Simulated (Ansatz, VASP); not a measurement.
**WSe2: VASP beside Ansatz**

INCAR

```
PREC = Accurate
ENCUT = 520
EDIFF = 1E-7
ISMEAR = 0
SIGMA = 0.05
LREAL = False
LASPH = True
NELM = 80
ALGO = Normal
ISIF = 2
LWAVE = False
LCHARG = False
GGA = PS
NBANDS = 20
```

The input KPOINTS:

```
Automatic mesh
0
Gamma
  9 9 2
```

POSCAR

```
WSe2
1.0
    3.2702124402      0.0000000000      0.0000000000
   -1.6351062201      2.8320870490      0.0000000000
    0.0000000000      0.0000000000     16.6611439352
W Se
1 2
Direct
    0.0000000000      0.0000000000     -0.0020625895
    0.3333333333      0.6666666667      0.1027998978
    0.3333333333      0.6666666667      0.9020016932
```

Input for Ansatz:

```yaml
crystal:
  lattice:
    - [3.2702124402, 0.0, 0.0]
    - [-1.6351062201, 2.832087049, 0.0]
    - [0.0, 0.0, 16.6611439352]
  atoms:
    - { symbol: W, position: [0.0, 0.0, -0.0020625895] }
    - { symbol: Se, position: [0.3333333333, 0.6666666667, 0.1027998978] }
    - { symbol: Se, position: [0.3333333333, 0.6666666667, 0.9020016932] }
basis:
  ecutwfc: 420
kpoints:
  mp_grid: { grid: [9, 9, 2] }
hamiltonian:
  xc: pbesol
  pseudopotentials: { kind: paw, azcp: { folder: soft_1 } }
scf:
  occupations: { method: gaussian, width: 0.05 }
output:
  forces: true
  stress: true
  eigenvalues: true
```

Change from the starting cell: mode 9 frozen in at -0.040 Å, equal normal strain along x and y +0.0000.

Alike in both runs: task single point; functional PBEsol; k mesh 9 × 9 × 2; occupations gaussian, width 0.05 eV; no spin polarisation.

```csv
,VASP,Ansatz
version,VASP 6.6.1,Ansatz 0.2.0
potentials or method,"VASP PAW PBE potentials, release 64 (W_sv, Se), cutoff 520 eV","scalar-relativistic, plane waves, PAW"
valence electrons in the cell,26,46
```

|  | VASP | Ansatz | Ansatz less VASP |
| --- | --- | --- | --- |
| gap on the k mesh at the Fermi level (eV) | 1.69 | 1.70 | +0.004 |
| least direct gap on the mesh (eV) | 1.69 | 1.70 | +0.004 |
| rms of the force components (eV/Å) | 0.911 | 0.902 | -0.0090 |

VASP's potentials were made for PBE, not for PBEsol, and Ansatz warns of the same on its side. Atom by atom the forces differ by 0.030 eV/Å (rms over components). The functional is the same, so the differences come from potentials, cutoffs and numerics. VASP's potentials hold 26 valence electrons a cell and Ansatz's 46, so a difference there can come from the potentials and not from the codes.

Neither program's run includes spin-orbit coupling.
